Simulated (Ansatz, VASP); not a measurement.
# Two plane-wave programs on C

File INCAR:

```
PREC     = Accurate       # precision mode
ENCUT    = 520            # plane-wave cutoff, eV
EDIFF    = 1E-7           # SCF threshold, eV
ISMEAR   = -1             # smearing method
SIGMA    = 0.08           # smearing width, eV
LREAL    = F              # projectors in reciprocal space
LASPH    = T              # aspherical terms in the spheres
NELM     = 80             # most SCF steps
ALGO     = Normal         # electronic algorithm
ISIF     = 2              # what is computed and relaxed
LWAVE    = F              # write WAVECAR
LCHARG   = F              # write CHGCAR
GGA      = PE             # functional
NBANDS   = 8              # bands
```

KPOINTS

```
regular mesh
0
Gamma
  20 20 20
```

The input POSCAR:

```
C
1.0
    1.5619527913      0.0000000000      0.0000000000
    0.0000000000      1.5619527913      0.0000000000
    0.0000000000      0.0000000000      1.5619527913
C
1
Direct
    0.0000000000      0.0000000000      0.0000000000
```

Input for Ansatz:

```yaml
crystal:
  lattice:
    - [1.5619527913, 0.0, 0.0]
    - [0.0, 1.5619527913, 0.0]
    - [0.0, 0.0, 1.5619527913]
  atoms:
    - { symbol: C, position: [0.0, 0.0, 0.0] }
kpoints:
  mp_grid: { grid: [20, 20, 20] }
scf:
  occupations: { method: fermi_dirac, width: 0.08 }
hamiltonian:
  xc: pbe
  pseudopotentials: { kind: paw }
output:
  forces: true
  stress: true
  eigenvalues: true
  populations: true
  write_density: true
  write_potential: true
  elf: true
  volumetric_format: npy
```

Change from the starting cell: volume scaled by 0.68, PAW files.

Alike in both runs: task single point; functional PBE; k mesh 20 × 20 × 20; occupations fermi-dirac, width 0.08 eV; no spin polarisation.

|  | VASP | Ansatz |
| --- | --- | --- |
| version | VASP 6.6.1 | Ansatz 0.2.0 |
| potentials or method | VASP PAW PBE potentials, release 64 (C) | PAW with Ansatz's default frozen-core files, scalar-relativistic |
| plane-wave cutoff (eV) | 520 | 420 |
| valence electrons in the cell | 4 | 4 |

```csv
,VASP,Ansatz,Ansatz less VASP
pressure (GPa),262.7,261.1,-1.54
```

Both programs put the cell under a high pressure, so it lies far from rest at this level.

Noted on VASP's run: the cell as given lies far from equilibrium.
